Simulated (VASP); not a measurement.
# Yb (Fm-3m) in VASP: a series of runs

The runs below take Yb through single point, with PBEsol, PBE.

All numbers are computed with VASP 6.6.1; they aren't measurements. Logs are shortened: lines on timing, memory, paths and dates and some standing lists are left out, and cuts for length are marked.

### Step 1. The cell of the first run

Symmetry: Fm-3m, No. 225, cubic system. Conventional cell: a = 5.486 Å, b = 5.486 Å, c = 5.486 Å, α = 90.00°, β = 90.00°, γ = 90.00°. Yb (site symmetry m-3m) has 12 Yb at 3.88 Å within 5.1 Å.

### Step 2. Single point, PBEsol

INCAR reads:

```
SYSTEM = Yb
PREC     = Accurate       ! precision mode
ENCUT    = 520            ! plane-wave cutoff, eV
EDIFF    = 1E-6           ! SCF threshold, eV
ISMEAR   = -1             ! smearing method
SIGMA    = 0.05           ! smearing width, eV
LREAL    = .False.        ! projectors in reciprocal space
LASPH    = .True.         ! aspherical terms in the spheres
NELM     = 80             ! most SCF steps
ALGO     = Normal         ! electronic algorithm
ISIF     = 2              ! what is computed and relaxed
LWAVE    = .False.        ! write WAVECAR
LCHARG   = .False.        ! write CHGCAR
GGA      = PS             ! functional
NBANDS   = 18             ! bands
```

KPOINTS reads:

```
regular mesh
0
Gamma
  12 12 12
  0 0 0
```

POSCAR reads:

```
Yb
1.0
    0.0000000000      2.7431000000      2.7431000000
    2.7431000000      0.0000000000      2.7431000000
    2.7431000000      2.7431000000      0.0000000000
Yb
1
Direct
    0.0000000000      0.0000000000      0.0000000000
```

Potentials or basis: VASP PAW PBE potentials, release 64 (Yb).

The run is started by

```
$ cat potpaw_PBE.64/Yb/POTCAR > POTCAR
$ mpirun -np 1 vasp_std > vasp.out
```

OUTCAR:

```text
SYSTEM = Yb
   PREC = Accurate
   ENCUT = 520
   EDIFF = 1E-6
   ISMEAR = -1
   LREAL = .False.
   LASPH = .True.
   NELM = 80
   ISIF = 2
   GGA = PS

 ion  position               nearest neighbor table
   1  0.000  0.000  0.000-

  LATTYP: Found a face centered cubic cell.
 ALAT       =     5.4862000000

  Lattice vectors:

 A1 = (   0.0000000000,   2.7431000000,   2.7431000000)
 A2 = (   2.7431000000,   0.0000000000,   2.7431000000)
 A3 = (   2.7431000000,   2.7431000000,   0.0000000000)

Analysis of symmetry for initial positions (statically):
=====================================================================
 Subroutine PRICEL returns:
 Original cell was already a primitive cell.

 Routine SETGRP: Setting up the symmetry group for a
 face centered cubic supercell.

 Subroutine GETGRP returns: Found 48 space group operations
 (whereof 48 operations were pure point group operations)
 out of a pool of 48 trial point group operations.

The static configuration has the point symmetry O_h .

Analysis of symmetry for dynamics (positions and initial velocities):
=====================================================================
 Subroutine PRICEL returns:
 Original cell was already a primitive cell.

 Routine SETGRP: Setting up the symmetry group for a
 face centered cubic supercell.

 Subroutine GETGRP returns: Found 48 space group operations
 (whereof 48 operations were pure point group operations)
 out of a pool of 48 trial point group operations.

The dynamic configuration has the point symmetry O_h .

 Subroutine INISYM returns: Found 48 space group operations
 (whereof 48 operations are pure point group operations),
 and found     1 'primitive' translations

----------------------------------------------------------------------------------------

                                     Primitive cell

  volume of cell :      41.2814

  direct lattice vectors                    reciprocal lattice vectors
     0.000000000  2.743100000  2.743100000    -0.182275528  0.182275528  0.182275528
     2.743100000  0.000000000  2.743100000     0.182275528 -0.182275528  0.182275528
     2.743100000  2.743100000  0.000000000     0.182275528  0.182275528 -0.182275528

  length of vectors
     3.879329223  3.879329223  3.879329223     0.315710475  0.315710475  0.315710475

  position of ions in fractional coordinates (direct lattice)
     0.000000000  0.000000000  0.000000000

  ion indices of the primitive-cell ions
   primitive index   ion index
                 1           1

----------------------------------------------------------------------------------------

 KPOINTS: regular mesh

Automatic generation of k-mesh.
 Grid dimensions read from file:
 generate k-points for:   12   12   12

 Generating k-lattice:

  Cartesian coordinates                     Fractional coordinates (reciprocal lattice)
    -0.015189627  0.015189627  0.015189627     0.083333333  0.000000000  0.000000000
     0.015189627 -0.015189627  0.015189627     0.000000000  0.083333333  0.000000000
     0.015189627  0.015189627 -0.015189627     0.000000000  0.000000000  0.083333333

  Length of vectors
     0.026309206  0.026309206  0.026309206

  Shift w.r.t. Gamma in fractional coordinates (k-lattice)
     0.000000000  0.000000000  0.000000000

 Subroutine IBZKPT returns following result:
 ===========================================

 Found     72 irreducible k-points:

 Following reciprocal coordinates:
            Coordinates               Weight
  0.000000  0.000000  0.000000      1.000000
  0.083333  0.000000  0.000000      8.000000
  0.166667  0.000000  0.000000      8.000000
  0.250000  0.000000  0.000000      8.000000
  0.333333  0.000000  0.000000      8.000000
  0.416667  0.000000  0.000000      8.000000
[... 16 lines left out ...]
  0.500000  0.166667  0.000000     24.000000
 -0.416667  0.166667  0.000000     24.000000
 [... further k-points ...]
   k-points           NKPTS =     72   k-points in BZ     NKDIM =     72   number of bands    NBANDS=     18
   number of dos      NEDOS =    301   number of ions     NIONS =      1
   total plane-waves  NPLWV =  27000
   dimension x,y,z NGX =    30 NGY =   30 NGZ =   30
   dimension x,y,z NGXF=    60 NGYF=   60 NGZF=   60
   ions per type =               1
   NGX,Y,Z   is equivalent  to a cutoff of  12.86, 12.86, 12.86 a.u.
   NGXF,Y,Z  is equivalent  to a cutoff of  25.71, 25.71, 25.71 a.u.
 SYSTEM =  Yb
   PREC   = accura    normal or accurate (medium, high low for compatibility)
   ISTART =      0    job   : 0-new  1-cont  2-samecut
   ICHARG =      2    charge: 1-file 2-atom 10-const
   ISPIN  =      1    spin polarized calculation?
   LNONCOLLINEAR =      F non collinear calculations
   LSORBIT =      F    spin-orbit coupling
   LASPH  =      T    aspherical Exc in radial PAW
   ENCUT  =  520.0 eV  38.22 Ry    6.18 a.u.   7.21  7.21  7.21*2*pi/ulx,y,z
   NELM   =     80;   NELMIN=  2; NELMDL= -5     # of ELM steps
   EDIFF  = 0.1E-05   stopping-criterion for ELM
   LREAL  =      F    real-space projection
   EDIFFG = 0.1E-04   stopping-criterion for IOM
   NSW    =      0    number of steps for IOM
   IBRION =     -1    ionic relax: 0-MD 1-quasi-New 2-CG
   NFREE  =      0    steps in history (QN), initial steepest desc. (CG)
   ISIF   =      2    stress and relaxation
   ISYM   =      2    0-nonsym 1-usesym 2-fastsym
   POTIM  = 0.5000    time-step for ionic-motion
   TEBEG  =    0.0;   TEEND  =   0.0 temperature during run
   PSTRESS=    0.0 pullay stress
   NELECT =      24.0000    total number of electrons
   NUPDOWN=      -1.0000    fix difference up-down
   EMIN   =  10.00;   EMAX   =-10.00  energy-range for DOS
   EFERMI =   0.00;   METHOD = LEGACY
   ISMEAR =    -1;   SIGMA  =   0.05  broadening in eV -4-tet -1-fermi 0-gaus
   EFERMI_NEDOS =   21; number of points for ismear=-14 and -15
   IALGO  =     38    algorithm
   IMIX   =      4    mixing-type and parameters
     AMIX     =   0.40;   BMIX     =  1.00
     AMIX_MAG =   1.60;   BMIX_MAG =  1.00
  volume/ion in A,a.u.               =      41.28       278.58
  Fermi-wavevector in a.u.,A,eV,Ry     =   1.366345  2.582017 25.400687  1.866898
  Thomas-Fermi vector in A             =   2.492493
   LORBIT       =      0    0 simple, 1 ext, 2 COOP (PROOUT), +10 PAW based schemes
   GGA     = PS    functional components
   LHFCALC =     F    Hartree Fock is set to
   AEXX    =    0.0000 exact exchange contribution
   IVDW    =     0    specifies the selected vdW correction
   LEPSILON=     F    determine dielectric tensor
   LRPA    =     F    only Hartree local field effects (RPA)
 non-spin polarized calculation
  energy-cutoff  :      520.00
  volume of cell :       41.28
 maximum number of plane-waves:      1139
 NGX is ok and might be reduce to    30
   NGX = 15   NGY = 15   NGZ = 15

 number of electron      23.9999992 magnetization

 Free energy of the ion-electron system (eV)
  ---------------------------------------------------
  ext. energy  EPLUGINS =         0.00000000
  ---------------------------------------------------
  free energy    TOTEN  =        -3.80724685 eV

  energy without entropy =       -3.79048128  energy(sigma->0) =       -3.79886407

 E-fermi :   1.0515     XC(G=0):  -8.9663

 val. band max:        0.9990662941   @ k =  -0.3333   0.4167   0.1667
 cond. band min:       1.0573100921   @ k =  -0.4167   0.2500   0.0000
 fundamental gap:      0.0582437980
 Fermi energy:         1.0515318404

 k-point     1 :       0.0000    0.0000    0.0000
  band No.  band energies     occupation
      1     -50.7990      2.00000
      2     -23.0506      2.00000
      3     -23.0506      2.00000
      4     -23.0506      2.00000
      5      -3.8227      2.00000
      6       0.6161      1.99967
[... 10 lines left out ...]
     17       5.5891      0.00000
     18       9.9675      0.00000

 k-point     2 :       0.0833    0.0000    0.0000
  band No.  band energies     occupation
      1     -50.7985      2.00000
      2     -23.0650      2.00000
      3     -23.0525      2.00000
      4     -23.0525      2.00000
      5      -3.6821      2.00000
      6       0.6178      1.99966
[... 10 lines left out ...]
     17       5.5059      0.00000
     18      10.3064      0.00000

 k-point     3 :       0.1667    0.0000    0.0000
  band No.  band energies     occupation
      1     -50.7969      2.00000
      2     -23.1042      2.00000
      3     -23.0580      2.00000
      4     -23.0580      2.00000
      5      -3.2737      2.00000
      6       0.6229      1.99962
[... 10 lines left out ...]
     17       5.3914      0.00000
     18      10.2906      0.00000

 k-point     4 :       0.2500    0.0000    0.0000
  band No.  band energies     occupation
      1     -50.7948      2.00000
      2     -23.1571      2.00000
      3     -23.0654      2.00000
      4     -23.0654      2.00000
      5      -2.6384      2.00000
      6       0.6312      1.99955
[... 10 lines left out ...]
     17       5.5534      0.00000
     18       9.2928      0.00000

 k-point     5 :       0.3333    0.0000    0.0000
  band No.  band energies     occupation
      1     -50.7927      2.00000
      2     -23.2093      2.00000
      3     -23.0728      2.00000
      4     -23.0728      2.00000
      5      -1.8566      2.00000
      6       0.6403      1.99946
[... 10 lines left out ...]
     17       6.0579      0.00000
     18       8.4139      0.00000

 k-point     6 :       0.4167    0.0000    0.0000
  band No.  band energies     occupation
      1     -50.7912      2.00000
      2     -23.2471      2.00000
      3     -23.0782      2.00000
      4     -23.0782      2.00000
      5      -1.0852      2.00000
      6       0.6444      1.99942
[... 307 lines left out ...]
 k-point    21 :       0.3333    0.1667    0.0000
  band No.  band energies     occupation
      1     -50.7927      2.00000
      2     -23.1796      2.00000
      3     -23.0878      2.00000
      4     -23.0872      2.00000
      5      -1.9441      2.00000
      6       0.6445      1.99942
[... 10 lines left out ...]
     17       6.4016      0.00000
     18       9.3196      0.00000

 k-point    22 :       0.4167    0.1667    0.0000
  band No.  band energies     occupation
      1     -50.7910      2.00000
      2     -23.2173      2.00000
      3     -23.0999      2.00000
      4     -23.0920      2.00000
      5      -1.1499      2.00000
      6       0.6526      1.99932
[... 10 lines left out ...]
     17       6.8492      0.00000
     18       7.9868      0.00000

 k-point    23 :       0.5000    0.1667    0.0000
  band No.  band energies     occupation
      1     -50.7899      2.00000
      2     -23.2396      2.00000
      3     -23.1112      2.00000
      4     -23.0923      2.00000
      5      -0.4099      2.00000
      6       0.6486      1.99937
[... 10 lines left out ...]
     17       6.9822      0.00000
     18       7.2778      0.00000

 k-point    24 :      -0.4167    0.1667    0.0000
  band No.  band energies     occupation
      1     -50.7898      2.00000
      2     -23.2414      2.00000
      3     -23.1181      2.00000
      4     -23.0880      2.00000
      5      -0.2434      2.00000
      6       0.6415      1.99945
[... 10 lines left out ...]
     17       6.5973      0.00000
     18       7.5641      0.00000

 [... further k-points ...]

------------------------ aborting loop because EDIFF is reached ----------------------------------------

  FORCE on cell =-STRESS in cart. coord.  units (eV):
  Direction    XX          YY          ZZ          XY          YZ          ZX
  --------------------------------------------------------------------------------------
  -------------------------------------------------------------------------------------
  Total       -0.8626829     -0.8626829     -0.8626829     -0.0000000      0.0000000     -0.0000000
  in kB      -33.4816511    -33.4816511    -33.4816511     -0.0000000      0.0000000     -0.0000000
  external PRESSURE =     -33.4816511 kB  Pullay stress =       0.0000000 kB

 VOLUME and BASIS-vectors are now :
 -----------------------------------------------------------------------------
  energy-cutoff  :      520.00
  volume of cell :       41.28
      direct lattice vectors                 reciprocal lattice vectors
     0.000000000  2.743100000  2.743100000    -0.182275528  0.182275528  0.182275528
     2.743100000  0.000000000  2.743100000     0.182275528 -0.182275528  0.182275528
     2.743100000  2.743100000  0.000000000     0.182275528  0.182275528 -0.182275528

 POSITION                                       TOTAL-FORCE (eV/Angst)
 -----------------------------------------------------------------------------------
      0.00000      0.00000      0.00000        -0.000000      0.000000      0.000000
 -----------------------------------------------------------------------------------
    total drift:                               -0.000000     -0.000000      0.000000

  FREE ENERGIE OF THE ION-ELECTRON SYSTEM (eV)
  ---------------------------------------------------
  free  energy   TOTEN  =        -3.8072468522 eV

  energy  without entropy=       -3.7904812834  energy(sigma->0) =       -3.79886407
```

Wall time 2.1 min (1 thread of Intel Xeon Platinum 8488C (Sapphire Rapids), shared host); peak memory 0.21 GiB.

What came out:

- Free energy: -3.8072 eV
- Pressure: -3.3 GPa
- Band gap on the k mesh: zero (bands 12 and 13 overlap by 0.07 eV)

Caveat: the cell stands under tension; the PAW data sets were made with another functional, which shifts forces and pressure a little; spin-orbit coupling is left out, which moves the levels of the heavy elements. Spin polarisation is off, so any magnetic state and its effect on volume and gap are missing.

(Continued in part 2 of 2.)

The gap in the log of VASP goes by the Fermi energy; the results here count the filled bands.